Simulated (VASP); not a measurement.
Input of a VASP 6.6.1 run:

Contents of INCAR:

```
SYSTEM = Al
PREC = Accurate
ENCUT = 600
EDIFF = 1E-7
ISMEAR = -1
SIGMA = 0.05
LREAL = .FALSE.
LASPH = .TRUE.
NELM = 100
ALGO = Normal
ISIF = 3
LWAVE = .FALSE.
LCHARG = .FALSE.
GGA = PS
IBRION = 2
NSW = 60
EDIFFG = -0.01
PSTRESS = 300.0
```

KPOINTS

```
Automatic mesh
0
G
  11 11 6
  0 0 0
```

POSCAR

```
Al
1.0
    2.8124553515      0.0000000000      0.0000000000
   -1.4062276757      2.4356577814      0.0000000000
    0.0000000000      0.0000000000      4.8668500000
Al
2
Direct
    0.3333333333      0.6666666667      0.2500000000
    0.6666666667      0.3333333333      0.7500000000
```

Potentials or basis: VASP PAW PBE potentials, release 64 (Al).

The run is started by

```bash
$ cat potpaw_PBE.64/Al/POTCAR > POTCAR
$ mpirun -np 1 vasp_std > vasp.out
```

Estimate the relaxed volume.

12.96 Å³/atom.

What does it give for the band gap on the k mesh?

Zero (band 3 reaches 15.19 eV, above the bottom of band 4 at 7.35 eV).

Step by step:
```
step  energy change (eV)  largest force (eV/Å)  pressure (GPa)  volume (Å³)
   1              0.0000                0.0000           -1.28        33.34
   2              2.8493                0.0000          109.90        19.97
   3              0.4527                0.0000           27.79        26.31
   4              0.5015                0.0000           29.75        26.03
   5              0.5265                0.0000           30.75        25.90
   6              0.5131                0.0000           30.74        25.85
   7              0.5141                0.0000           30.74        25.84
   8              0.5213                0.0000           30.89        25.81
   9              0.5151                0.0000           30.75        25.83
  10              0.5154                0.0000           30.76        25.83
  11              0.4742                0.0000           29.13        26.05
  12              0.4963                0.0000           30.01        25.93
```

Caveat: the cell is relaxed towards a set pressure, so the enthalpy falls and the energy may rise; the volume moved by over 15 % at a fixed basis, so the end points are rough; the PAW data sets were made with another functional, which shifts forces and pressure a little.
